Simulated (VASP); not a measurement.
Wanted: the native input for a VASP 6.6.1 run.

```yaml
Task: single point
Functional: pbe exchange, lda correlation
Potentials_or_basis: VASP PAW PBE potentials, release 64 (Cs_sv)
Cutoff: 500 eV
k_mesh: 4 × 4 × 4
Occupations: fermi-dirac, width 0.15 eV
Spin: non-collinear spin, typed start, spin-orbit coupling
Starting_moments: "[[0.289, 0.289, 0.289]] μB"
Dipole_correction: no
Further_INCAR_settings: ALGO = Normal; EDIFF = 1e-06; NBANDS = 20
```

The structure of Cs lies in POSCAR:

```
Cs
1.0
   -3.1284650614      3.1284650614      3.1284650614
    3.1284650614     -3.1284650614      3.1284650614
    3.1284650614      3.1284650614     -3.1284650614
Cs
1
Direct
    0.0000000000      0.0000000000      0.0000000000
```

The input as run:

INCAR

```
PREC = Accurate
ENCUT = 500
EDIFF = 1E-6
ISMEAR = -1
SIGMA = 0.15
LREAL = False
LASPH = True
NELM = 200
ALGO = Normal
ISIF = 2
LWAVE = False
LCHARG = False
MAGMOM = 0.289 0.289 0.289
LORBIT = 11
LSORBIT = True
GGA_COMPAT = False
LORBMOM = True
GGA = LIBXC
LIBXC1 = GGA_X_PBE
LIBXC2 = LDA_C_PW
NBANDS = 20
```

KPOINTS

```
regular mesh
0
Gamma
  4 4 4
```

Potentials or basis: VASP PAW PBE potentials, release 64 (Cs_sv).

The run is started by

```console
$ cat potpaw_PBE.64/Cs_sv/POTCAR > POTCAR
$ mpirun -np 1 vasp_ncl > vasp.out
```

Results of the run:

The pressure is 0.1 GPa. The net moment is 0.00 μB per cell and the valence electrons inside the program's atomic spheres are Cs 6.52.

Caveat: the PAW data sets were made with another functional, which shifts forces and pressure a little.

Run time: 85 s on 1 thread of Intel(R) Xeon(R) Platinum 8259CL CPU @ 2.50GHz (Skylake/Cascade Lake), with other jobs on the host, peak memory 0.48 GiB.
